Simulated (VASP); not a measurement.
# Si (Fddd) in VASP: further runs

Runs on Si. Level: LDA. Tasks: single point.

Everything below comes from runs of VASP 6.6.1. Logs are shortened: lines on timing, memory, paths and dates and some standing lists are left out, and cuts for length are marked.

## 1. The cell of the first run

The structure is orthorhombic, space group Fddd (No. 70). Conventional cell: a = 4.713 Å, b = 5.591 Å, c = 5.901 Å, α = 90.00°, β = 90.00°, γ = 90.00°. Within 3.1 Å of Si (site symmetry 222) lie 4 Si at 2.35 Å.

## 2. Single point, LDA

Contents of INCAR:

```
SYSTEM = Si
PREC = Accurate
ENCUT = 520
EDIFF = 1E-7
ISMEAR = 0
SIGMA = 0.05
LREAL = .FALSE.
LASPH = .TRUE.
NELM = 80
ALGO = Normal
ISIF = 2
LWAVE = .FALSE.
LCHARG = .FALSE.
GGA = CA
NBANDS = 11
```

Contents of KPOINTS:

```
regular mesh
0
G
  12 12 12
  0 0 0
```

Contents of POSCAR:

```
Si
1.0
    0.0000000000      2.9506228429      2.7953269038
    2.3564470759      0.0000000000      2.7953269038
    2.3564470759      2.9506228429      0.0000000000
Si
2
Direct
    0.5000000000      0.5000000000      0.5000000000
    0.7500000000      0.7500000000      0.7500000000
```

Potentials or basis: VASP PAW LDA potentials, release 64 (Si).

The run is started by

```
cat potpaw_LDA.64/Si/POTCAR > POTCAR
mpirun -np 1 vasp_std > vasp.out
```

OUTCAR:

```text
SYSTEM = Si
   PREC = Accurate
   ENCUT = 520
   EDIFF = 1E-7
   ISMEAR = 0
   LREAL = .FALSE.
   LASPH = .TRUE.
   NELM = 80
   ISIF = 2
   GGA = CA

 ion  position               nearest neighbor table
   1  0.500  0.500  0.500-   2 2.35   2 2.35   2 2.35   2 2.35
   2  0.750  0.750  0.750-   1 2.35   1 2.35   1 2.35   1 2.35

  LATTYP: Found a face centered orthorhombic cell.
 ALAT       =     4.7128941518
 B/A-ratio  =     1.1862464183
 C/A-ratio  =     1.2521489971

  Lattice vectors:

 A1 = (   0.0000000000,   2.9506228429,  -2.7953269038)
 A2 = (   2.3564470759,   2.9506228429,   0.0000000000)
 A3 = (   2.3564470759,   0.0000000000,  -2.7953269038)

Analysis of symmetry for initial positions (statically):
=====================================================================
 Subroutine PRICEL returns:
 Original cell was already a primitive cell.

 Routine SETGRP: Setting up the symmetry group for a
 face centered orthorhombic supercell.

 Subroutine GETGRP returns: Found  8 space group operations
 (whereof  4 operations were pure point group operations)
 out of a pool of  8 trial point group operations.

The static configuration has the point symmetry D_2 .
 The point group associated with its full space group is D_2h.

Analysis of symmetry for dynamics (positions and initial velocities):
=====================================================================
 Subroutine PRICEL returns:
 Original cell was already a primitive cell.

 Routine SETGRP: Setting up the symmetry group for a
 face centered orthorhombic supercell.

 Subroutine GETGRP returns: Found  8 space group operations
 (whereof  4 operations were pure point group operations)
 out of a pool of  8 trial point group operations.

The dynamic configuration has the point symmetry D_2 .
 The point group associated with its full space group is D_2h.

 Subroutine INISYM returns: Found  8 space group operations
 (whereof  4 operations are pure point group operations),
 and found     1 'primitive' translations

----------------------------------------------------------------------------------------

                                     Primitive cell

  volume of cell :      38.8717

  direct lattice vectors                    reciprocal lattice vectors
     0.000000000  2.950622843  2.795326904    -0.212183845  0.169455748  0.178869956
     2.356447076  0.000000000  2.795326904     0.212183845 -0.169455748  0.178869956
     2.356447076  2.950622843  0.000000000     0.212183845  0.169455748 -0.178869956
[... 92 lines left out ...]
   POTIM  = 0.5000    time-step for ionic-motion
   TEBEG  =    0.0;   TEEND  =   0.0 temperature during run
   PSTRESS=    0.0 pullay stress
   NELECT =       8.0000    total number of electrons
   NUPDOWN=      -1.0000    fix difference up-down
   EMIN   =  10.00;   EMAX   =-10.00  energy-range for DOS
   EFERMI =   0.00;   METHOD = LEGACY
   ISMEAR =     0;   SIGMA  =   0.05  broadening in eV -4-tet -1-fermi 0-gaus
   EFERMI_NEDOS =   21; number of points for ismear=-14 and -15
   IALGO  =     38    algorithm
   IMIX   =      4    mixing-type and parameters
     AMIX     =   0.40;   BMIX     =  1.00
     AMIX_MAG =   1.60;   BMIX_MAG =  1.00
  volume/ion in A,a.u.               =      19.44       131.16
  Fermi-wavevector in a.u.,A,eV,Ry     =   0.966556  1.826525 12.710966  0.934230
  Thomas-Fermi vector in A             =   2.096367
   LORBIT       =      0    0 simple, 1 ext, 2 COOP (PROOUT), +10 PAW based schemes
   GGA     = CA    functional components
   LHFCALC =     F    Hartree Fock is set to
   AEXX    =    0.0000 exact exchange contribution
   IVDW    =     0    specifies the selected vdW correction
   LEPSILON=     F    determine dielectric tensor
   LRPA    =     F    only Hartree local field effects (RPA)
 non-spin polarized calculation
 Gauss-broadening in eV      SIGMA  =   0.05
  energy-cutoff  :      520.00
  volume of cell :       38.87
 maximum number of plane-waves:      1068
   NGX = 15   NGY = 13   NGZ = 13

 number of electron       8.0000000 magnetization

 Free energy of the ion-electron system (eV)
  ---------------------------------------------------
  ext. energy  EPLUGINS =         0.00000000
  ---------------------------------------------------
  free energy    TOTEN  =       -11.67597812 eV

  energy without entropy =      -11.67556062  energy(sigma->0) =      -11.67576937

 E-fermi :   6.0715     XC(G=0):  -9.7591

 val. band max:        6.0483697598   @ k =   0.0000   0.0000   0.0000
 cond. band min:       6.0951504680   @ k =  -0.1667   0.3333   0.3333
 fundamental gap:      0.0467807082
 Fermi energy:         6.0715137391

 k-point     1 :       0.0000    0.0000    0.0000
  band No.  band energies     occupation
      1      -6.0424      2.00000
      2       5.4636      2.00000
      3       6.0484      1.48728
      4       6.9155      0.00000
      5       8.3734      0.00000
      6       9.0328      0.00000
      7       9.1906      0.00000
      8       9.2056      0.00000
      9      12.1718      0.00000
     10      13.9883      0.00000
     11      14.8504      0.00000
[... 309 lines left out ...]
 k-point    24 :      -0.4167    0.1667    0.0000
  band No.  band energies     occupation
      1      -3.2726      2.00000
      2      -0.8130      2.00000
      3       2.7033      2.00000
      4       4.7012      2.00000
      5       7.8858      0.00000
      6       9.6197      0.00000
      7      11.7745      0.00000
      8      13.1301      0.00000
      9      14.7824      0.00000
     10      16.4094      0.00000
     11      17.7243      0.00000

 [... further k-points ...]

------------------------ aborting loop because EDIFF is reached ----------------------------------------

  FORCE on cell =-STRESS in cart. coord.  units (eV):
  Direction    XX          YY          ZZ          XY          YZ          ZX
  --------------------------------------------------------------------------------------
  -------------------------------------------------------------------------------------
  Total        1.7040989     -2.0191132     -0.0216183      0.0000000      0.0000000      0.0000000
  in kB       70.2378797    -83.2218288     -0.8910415      0.0000000      0.0000000      0.0000000
  external PRESSURE =      -4.6249969 kB  Pullay stress =       0.0000000 kB

 VOLUME and BASIS-vectors are now :
 -----------------------------------------------------------------------------
  energy-cutoff  :      520.00
  volume of cell :       38.87
      direct lattice vectors                 reciprocal lattice vectors
     0.000000000  2.950622843  2.795326904    -0.212183845  0.169455748  0.178869956
     2.356447076  0.000000000  2.795326904     0.212183845 -0.169455748  0.178869956
     2.356447076  2.950622843  0.000000000     0.212183845  0.169455748 -0.178869956

 POSITION                                       TOTAL-FORCE (eV/Angst)
 -----------------------------------------------------------------------------------
      2.35645      2.95062      2.79533        -0.000000     -0.000000     -0.000000
      3.53467      4.42593      4.19299         0.000000      0.000000      0.000000
 -----------------------------------------------------------------------------------
    total drift:                                0.000000     -0.000000     -0.000000

  FREE ENERGIE OF THE ION-ELECTRON SYSTEM (eV)
  ---------------------------------------------------
  free  energy   TOTEN  =       -11.6759781220 eV

  energy  without entropy=      -11.6755606216  energy(sigma->0) =      -11.67576937
```

OSZICAR:

```text
N       E                     dE             d eps       ncg     rms          rms(c)
DAV:   1     0.758700616127E+01    0.75870E+01   -0.33266E+03  6168   0.593E+02
DAV:   2    -0.113336058292E+02   -0.18921E+02   -0.18302E+02  8135   0.867E+01
DAV:   3    -0.119194086646E+02   -0.58580E+00   -0.58409E+00  7983   0.136E+01
DAV:   4    -0.119238726076E+02   -0.44639E-02   -0.44632E-02  7441   0.151E+00
DAV:   5    -0.119239174375E+02   -0.44830E-04   -0.44829E-04  7932   0.141E-01    0.499E+00
DAV:   6    -0.117505883398E+02    0.17333E+00   -0.10265E-01  7030   0.126E+00    0.296E+00
DAV:   7    -0.116759107911E+02    0.74678E-01   -0.16452E-01  7165   0.166E+00    0.254E-01
DAV:   8    -0.116759665140E+02   -0.55723E-04   -0.65812E-03  7016   0.463E-01    0.818E-02
DAV:   9    -0.116759755244E+02   -0.90104E-05   -0.79868E-05  8154   0.582E-02    0.552E-02
DAV:  10    -0.116759782061E+02   -0.26817E-05   -0.44320E-06  7214   0.117E-02    0.116E-02
DAV:  11    -0.116759781220E+02    0.84028E-07   -0.31761E-07  7366   0.296E-03
   1 F= -.11675978E+02 E0= -.11675769E+02  d E =-.417500E-03
```

stdout:

```text
POSCAR found type information on POSCAR Si
 POSCAR found :  1 types and       2 ions
 scaLAPACK will be used
 LDA part: xc-table for (Slater(with rela. corr.)+CA(PZ))
 , standard interpolation
 POSCAR, INCAR and KPOINTS ok, starting setup
 FFT: planning ... GRIDC
 FFT: planning ... GRID_SOFT
 FFT: planning ... GRID
 WAVECAR not read
 entering main loop
```

It took 49 s on 1 thread of Intel Xeon 6975P-C (Granite Rapids), shared host; peak memory 0.2 GiB.

Results:

| Quantity | Value |
| --- | --- |
| Free energy | -11.6760 eV |
| Pressure | -0.5 GPa |
| Band gap on the k mesh | zero (bands 4 and 5 overlap by 1.52 eV) |

Levels at points of the mesh, in eV from the Fermi level:
| k point | band 1 | band 2 | band 3 | band 4 | band 5 | band 6 | band 7 | band 8 | band 9 |
| --- | --- | --- | --- | --- | --- | --- | --- | --- | --- |
| (0.00, 0.00, 0.00) | -12.11 | -0.61 | -0.02 | 0.84 | 2.30 | 2.96 | 3.12 | 3.13 | 6.10 |
| (0.50, 0.00, 0.00) | -9.63 | -7.06 | -2.02 | -0.38 | 0.69 | 2.70 | 5.05 | 8.18 | 9.11 |
| (0.50, 0.50, 0.00) | -8.06 | -8.06 | -2.43 | -2.43 | 1.04 | 1.04 | 7.86 | 7.86 | 9.89 |
| (0.50, 0.00, 0.50) | -8.40 | -8.40 | -2.02 | -2.02 | 1.48 | 1.48 | 8.58 | 8.58 | 10.73 |
| (0.00, 0.50, 0.50) | -7.06 | -7.06 | -3.79 | -3.79 | -0.32 | -0.32 | 9.60 | 9.60 | 11.66 |

Caveat: the cell differs from its parent crystal (strain +e along x and -e along y -0.1100, strain +e along z and -e/2 along x and y +0.0350).

## 3. Single point, LDA

Contents of INCAR:

```
SYSTEM = Si
PREC = Accurate ; ENCUT = 520
EDIFF = 1E-6 ; ISMEAR = 0
SIGMA = 0.05 ; LREAL = .FALSE.
LASPH = .TRUE. ; NELM = 80
ALGO = Normal ; ISIF = 2
LWAVE = .FALSE. ; LCHARG = .FALSE.
NBANDS = 11
```

KPOINTS is that of step 2.

Contents of POSCAR:

```
Si
1.0
    0.0000000000      2.8290868906      2.8898548668
    2.3834550653      0.0000000000      2.8898548668
    2.3834550653      2.8290868906      0.0000000000
Si
2
Direct
    0.5000000000      0.5000000000      0.5000000000
    0.7500000000      0.7500000000      0.7500000000
```

Potentials or basis: VASP PAW LDA potentials, release 64 (Si).

The run is started by

```
cat potpaw_LDA.64/Si/POTCAR > POTCAR
mpirun -np 1 vasp_std > vasp.out
```

Wall time 50 s (1 thread of Intel Xeon 6975P-C (Granite Rapids), shared host); peak memory 0.2 GiB.

The run converged. Its results:

```
Free energy            : -11.7260 eV
Pressure               : -0.4 GPa
Band gap on the k mesh : zero (bands 4 and 5 overlap by 1.36 eV)
```

Stress tensor (GPa, compression positive):
```
 6.61  0.00  0.00
 0.00 -2.37  0.00
 0.00  0.00 -5.47
```

Levels at points of the mesh, in eV from the Fermi level:
```csv
k point,band 2,band 3,band 4,band 5,band 6,band 7
"(0.00, 0.00, 0.00)",-0.43,-0.21,0.74,2.27,2.92,2.98
"(0.50, 0.00, 0.00)",-7.09,-1.96,-0.50,0.81,2.63,4.85
"(0.50, 0.50, 0.00)",-8.30,-2.24,-2.24,1.25,1.25,8.51
"(0.50, 0.00, 0.50)",-8.16,-2.40,-2.40,1.08,1.08,8.22
"(0.00, 0.50, 0.50)",-7.15,-3.76,-3.76,-0.29,-0.29,9.85
```

Caveat: the cell differs from its parent crystal (strain +e along x and -e along y -0.0825, strain +e along z and -e/2 along x and y +0.0700).

[end of part 1 of 2]
